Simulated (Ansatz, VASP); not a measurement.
## One calculation of Cu, two programs

```xyz
4
Lattice="2.5308 0.0000 0.0000 -1.2654 2.1917 0.0000 0.0000 0.0000 8.2618" Properties=species:S:1:pos:R:3 pbc="T T T"
Cu    0.0000    0.0000    0.0000
Cu    0.0000    0.0000    4.1309
Cu    0.0000    1.4611    2.0655
Cu    1.2654    0.7306    6.1964
```

Alike in both runs: task single point; functional PBEsol; k mesh 9 × 9 × 3; no spin polarisation.

```csv
,VASP,Ansatz
version,VASP 6.6.1,Ansatz 0.2.0
potentials or method,"VASP PAW PBE potentials, release 64 (Cu)","plane waves, PAW"
plane-wave cutoff (eV),520,420
occupations,"fermi-dirac, width 0.1 eV",fermi-dirac
valence electrons in the cell,44,76
```

```csv
,VASP,Ansatz,Ansatz less VASP
gap on the k mesh at the Fermi level (eV),none,none,-
pressure (GPa),-1.1,-2.0,-0.91
"traceless stress, the component that is largest in VASP (GPa)",1.04,1.01,-0.034
```

VASP's potentials were made for PBE, not for PBEsol. A gap of «none» marks a metal or a gap that the smearing closes. VASP's potentials hold 44 valence electrons a cell and Ansatz's 76, so a difference there can come from the potentials and not from the codes.
